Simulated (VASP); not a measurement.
# Zr (Im-3m) in VASP: notebook

Zr is run at these levels: PBEsol; tasks: single point.

Program: VASP 6.6.1. These are calculated values, not measurements. Logs are shortened: lines on timing, memory, paths and dates and some standing lists are left out, and cuts for length are marked.

### 1 The cell of the first run

Symmetry: Im-3m, No. 229, cubic system. Conventional cell: a = 3.596 Å, b = 3.596 Å, c = 3.596 Å, α = 90.00°, β = 90.00°, γ = 90.00°. Within 4.1 Å of Zr (site symmetry m-3m) lie 14 Zr at 3.11 to 3.60 Å.

### 2 Single point, PBEsol (volume scaled by 0.98)

Input file INCAR:

```
ALGO = Normal
EDIFF = 1E-6
ENCUT = 520
GGA = PS
ISIF = 2
ISMEAR = -1
LASPH = T
LCHARG = F
LREAL = F
LWAVE = F
NBANDS = 12
NELM = 60
PREC = Accurate
SIGMA = 0.08
```

Input file KPOINTS:

```
k-points
0
Gamma
  14 14 14
```

Input file POSCAR:

```
Zr
1.0
   -1.7978519830      1.7978519830      1.7978519830
    1.7978519830     -1.7978519830      1.7978519830
    1.7978519830      1.7978519830     -1.7978519830
Zr
1
Direct
    0.0000000000      0.0000000000      0.0000000000
```

Potentials or basis: VASP PAW PBE potentials, release 64 (Zr_sv).

Launch:

```sh
$ cat potpaw_PBE.64/Zr_sv/POTCAR > POTCAR
$ mpirun -np 1 vasp_std > vasp.out
```

OUTCAR:

```text
EDIFF = 1E-6
   ENCUT = 520
   GGA = PS
   ISIF = 2
   ISMEAR = -1
   LASPH = T
   LREAL = F
   NELM = 60
   PREC = Accurate

 ion  position               nearest neighbor table
   1  0.000  0.000  0.000-

  LATTYP: Found a body centered cubic cell.
 ALAT       =     3.5957039660

  Lattice vectors:

 A1 = (  -1.7978519830,   1.7978519830,   1.7978519830)
 A2 = (   1.7978519830,  -1.7978519830,   1.7978519830)
 A3 = (   1.7978519830,   1.7978519830,  -1.7978519830)

Analysis of symmetry for initial positions (statically):
=====================================================================
 Subroutine PRICEL returns:
 Original cell was already a primitive cell.

 Routine SETGRP: Setting up the symmetry group for a
 body centered cubic supercell.

 Subroutine GETGRP returns: Found 48 space group operations
 (whereof 48 operations were pure point group operations)
 out of a pool of 48 trial point group operations.

The static configuration has the point symmetry O_h .

Analysis of symmetry for dynamics (positions and initial velocities):
=====================================================================
 Subroutine PRICEL returns:
 Original cell was already a primitive cell.

 Routine SETGRP: Setting up the symmetry group for a
 body centered cubic supercell.

 Subroutine GETGRP returns: Found 48 space group operations
 (whereof 48 operations were pure point group operations)
 out of a pool of 48 trial point group operations.

The dynamic configuration has the point symmetry O_h .

 Subroutine INISYM returns: Found 48 space group operations
 (whereof 48 operations are pure point group operations),
 and found     1 'primitive' translations

----------------------------------------------------------------------------------------

                                     Primitive cell

  volume of cell :      23.2446

  direct lattice vectors                    reciprocal lattice vectors
    -1.797851983  1.797851983  1.797851983     0.000000000  0.278109658  0.278109658
     1.797851983 -1.797851983  1.797851983     0.278109658  0.000000000  0.278109658
     1.797851983  1.797851983 -1.797851983     0.278109658  0.278109658  0.000000000

  length of vectors
     3.113970979  3.113970979  3.113970979     0.393306450  0.393306450  0.393306450

  position of ions in fractional coordinates (direct lattice)
     0.000000000  0.000000000  0.000000000

  ion indices of the primitive-cell ions
[... 80 lines left out ...]
   ISIF   =      2    stress and relaxation
   ISYM   =      2    0-nonsym 1-usesym 2-fastsym
   POTIM  = 0.5000    time-step for ionic-motion
   TEBEG  =    0.0;   TEEND  =   0.0 temperature during run
   PSTRESS=    0.0 pullay stress
   NELECT =      12.0000    total number of electrons
   NUPDOWN=      -1.0000    fix difference up-down
   EMIN   =  10.00;   EMAX   =-10.00  energy-range for DOS
   EFERMI =   0.00;   METHOD = LEGACY
   ISMEAR =    -1;   SIGMA  =   0.08  broadening in eV -4-tet -1-fermi 0-gaus
   EFERMI_NEDOS =   21; number of points for ismear=-14 and -15
   IALGO  =     38    algorithm
   IMIX   =      4    mixing-type and parameters
     AMIX     =   0.40;   BMIX     =  1.00
     AMIX_MAG =   1.60;   BMIX_MAG =  1.00
  volume/ion in A,a.u.               =      23.24       156.86
  Fermi-wavevector in a.u.,A,eV,Ry     =   1.313292  2.481762 23.466458  1.724736
  Thomas-Fermi vector in A             =   2.443625
   LORBIT       =      0    0 simple, 1 ext, 2 COOP (PROOUT), +10 PAW based schemes
   GGA     = PS    functional components
   LHFCALC =     F    Hartree Fock is set to
   AEXX    =    0.0000 exact exchange contribution
   IVDW    =     0    specifies the selected vdW correction
   LEPSILON=     F    determine dielectric tensor
   LRPA    =     F    only Hartree local field effects (RPA)
 non-spin polarized calculation
  energy-cutoff  :      520.00
  volume of cell :       23.24
 maximum number of plane-waves:       642
   NGX = 11   NGY = 11   NGZ = 11

 number of electron      12.0000000 magnetization

 Free energy of the ion-electron system (eV)
  ---------------------------------------------------
  ext. energy  EPLUGINS =         0.00000000
  ---------------------------------------------------
  free energy    TOTEN  =        -9.01069010 eV

  energy without entropy =       -8.97124171  energy(sigma->0) =       -8.99096591

 E-fermi :   8.5968     XC(G=0): -11.2046

 val. band max:        8.5930962499   @ k =   0.2143   0.0714   0.0714
 cond. band min:       8.5993947493   @ k =  -0.4286  -0.4286   0.1429
 fundamental gap:      0.0062984994
 Fermi energy:         8.5967664733

 k-point     1 :       0.0000    0.0000    0.0000
  band No.  band energies     occupation
      1     -39.7903      2.00000
      2     -17.3208      2.00000
      3     -17.3208      2.00000
      4     -17.3208      2.00000
      5       3.2114      2.00000
      6       9.7149      0.00000
      7       9.7149      0.00000
      8       9.7149      0.00000
      9      12.2056      0.00000
     10      12.2056      0.00000
     11      20.9954      0.00000
     12      20.9954      0.00000
[... 331 lines left out ...]
 k-point    24 :       0.3571    0.2857    0.0000
  band No.  band energies     occupation
      1     -39.6182      2.00000
      2     -18.0710      2.00000
      3     -17.9204      2.00000
      4     -17.4423      2.00000
      5       7.2042      2.00000
      6       8.0521      1.99779
      7       8.4509      1.72196
      8      12.3688      0.00000
      9      12.7823      0.00000
     10      17.0418      0.00000
     11      17.5777      0.00000
     12      19.0154      0.00000

 [... further k-points ...]

------------------------ aborting loop because EDIFF is reached ----------------------------------------

  FORCE on cell =-STRESS in cart. coord.  units (eV):
  Direction    XX          YY          ZZ          XY          YZ          ZX
  --------------------------------------------------------------------------------------
  -------------------------------------------------------------------------------------
  Total       -0.7480333     -0.7480333     -0.7480333      0.0000000     -0.0000000      0.0000000
  in kB      -51.5596242    -51.5596242    -51.5596242      0.0000000     -0.0000000      0.0000000
  external PRESSURE =     -51.5596242 kB  Pullay stress =       0.0000000 kB

 VOLUME and BASIS-vectors are now :
 -----------------------------------------------------------------------------
  energy-cutoff  :      520.00
  volume of cell :       23.24
      direct lattice vectors                 reciprocal lattice vectors
    -1.797851983  1.797851983  1.797851983     0.000000000  0.278109658  0.278109658
     1.797851983 -1.797851983  1.797851983     0.278109658  0.000000000  0.278109658
     1.797851983  1.797851983 -1.797851983     0.278109658  0.278109658  0.000000000

 POSITION                                       TOTAL-FORCE (eV/Angst)
 -----------------------------------------------------------------------------------
      0.00000      0.00000      0.00000         0.000000      0.000000     -0.000000
 -----------------------------------------------------------------------------------
    total drift:                                0.000000      0.000000      0.000000

  FREE ENERGIE OF THE ION-ELECTRON SYSTEM (eV)
  ---------------------------------------------------
  free  energy   TOTEN  =        -9.0106901009 eV

  energy  without entropy=       -8.9712417131  energy(sigma->0) =       -8.99096591
```

Run time: 8.9 s. Hardware: 1 thread of Intel Xeon Platinum 8559C (Emerald Rapids), shared host; peak memory 0.15 GiB.

What came out:

| Item | Value |
| --- | --- |
| Free energy | -9.0107 eV |
| Pressure | -5.2 GPa |
| Band gap on the k mesh | zero (band 6 reaches 9.71 eV, above the bottom of band 7 at 7.97 eV) |

Caveat: the PAW data sets were made with another functional, which shifts forces and pressure a little.

### 3 Single point, PBEsol (volume scaled by 1.025)

Input file INCAR:

```
PREC = Accurate
ENCUT = 520
EDIFF = 1E-6
ISMEAR = -1
SIGMA = 0.08
LREAL = False
LASPH = True
NELM = 80
ALGO = Normal
ISIF = 2
LWAVE = False
LCHARG = True
GGA = PS
LELF = True
LVHAR = True
NBANDS = 12
```

Input file KPOINTS:

```
Automatic mesh
0
Gamma
  14 14 14
```

Input file POSCAR:

```
Zr
1.0
   -1.8249593561      1.8249593561      1.8249593561
    1.8249593561     -1.8249593561      1.8249593561
    1.8249593561      1.8249593561     -1.8249593561
Zr
1
Direct
    0.0000000000      0.0000000000      0.0000000000
```

Potentials or basis: VASP PAW PBE potentials, release 64 (Zr_sv).

Launch:

```sh
$ cat potpaw_PBE.64/Zr_sv/POTCAR > POTCAR
$ mpirun -np 1 vasp_std > vasp.out
```

Wall time 8.9 s (1 thread of Intel Xeon Platinum 8559C (Emerald Rapids), shared host); peak memory 0.15 GiB.

Results (log left out):

```yaml
Free_energy: -8.9660 eV
Pressure: -8.3 GPa
Band_gap_on_the_k_mesh: zero (band 6 reaches 9.21 eV, above the bottom of band 7 at 7.51 eV)
```

Levels at points of the mesh, in eV from the Fermi level:
```
           k point  band 4  band 5  band 6  band 7  band 8  band 9
(0.00, 0.00, 0.00)  -26.07   -5.31    1.09    1.09    1.09    3.46
(0.50, 0.00, 0.00)  -26.08   -2.67   -0.60    1.44    3.42    4.07
(0.50, 0.50, 0.50)  -26.66   -2.36   -2.36    5.38    5.38    5.38
```

Caveat: the PAW data sets were made with another functional, which shifts forces and pressure a little.

### 4 Single point, PBEsol (volume scaled by 1.01)

Input file INCAR:

```
SYSTEM = Zr
ALGO = Normal ; EDIFF = 1E-7
ENCUT = 520 ; GGA = PS
ISIF = 2 ; ISMEAR = -1
LASPH = .TRUE. ; LCHARG = .FALSE.
LREAL = .FALSE. ; LWAVE = .FALSE.
NBANDS = 12 ; NELM = 60
PREC = Accurate ; SIGMA = 0.08
```

Input file KPOINTS:

```
k-points
0
G
  14 14 14
  0 0 0
```

Input file POSCAR:

```
Zr
1.0
   -1.8160133332      1.8160133332      1.8160133332
    1.8160133332     -1.8160133332      1.8160133332
    1.8160133332      1.8160133332     -1.8160133332
Zr
1
Direct
    0.0000000000      0.0000000000      0.0000000000
```

Launch:

```sh
$ cat potpaw_PBE.64/Zr_sv/POTCAR > POTCAR
$ mpirun -np 1 vasp_std > vasp.out
```

It took 9.1 s on 1 thread of Intel Xeon Platinum 8559C (Emerald Rapids), shared host; peak memory 0.15 GiB.

The run converged. Its results:

| Quantity | Value |
| --- | --- |
| Free energy | -8.9832 eV |
| Pressure | -7.3 GPa |
| Band gap on the k mesh | zero (band 6 reaches 9.37 eV, above the bottom of band 7 at 7.66 eV) |

Levels at points of the mesh, in eV from the Fermi level:
```csv
k point,band 4,band 5,band 6,band 7,band 8,band 9
"(0.00, 0.00, 0.00)",-26.02,-5.33,1.10,1.10,1.10,3.51
"(0.50, 0.00, 0.00)",-26.03,-2.71,-0.62,1.49,3.48,4.13
"(0.50, 0.50, 0.50)",-26.64,-2.41,-2.41,5.48,5.48,5.48
```

Caveat: the PAW data sets were made with another functional, which shifts forces and pressure a little.

### 5 Summary

```csv
cell,gap on the mesh (eV),pressure (GPa)
"a = 3.114 Å, angles 109.5°, 1 atom",none,-5.2
"a = 3.161 Å, angles 109.5°, 1 atom",none,-8.3
"a = 3.145 Å, angles 109.5°, 1 atom",none,-7.3
```

Alike in all rows: task single point; level PBEsol; potentials or basis VASP PAW PBE potentials, release 64 (Zr_sv); no spin polarisation; k mesh 14 × 14 × 14; cutoff (eV) 520; smearing fermi-dirac 0.08 eV.

Caveats: the PAW data sets were made with another functional, which shifts forces and pressure a little.

Total energies depend on the potentials used, so only differences within one code and one set of settings carry meaning.
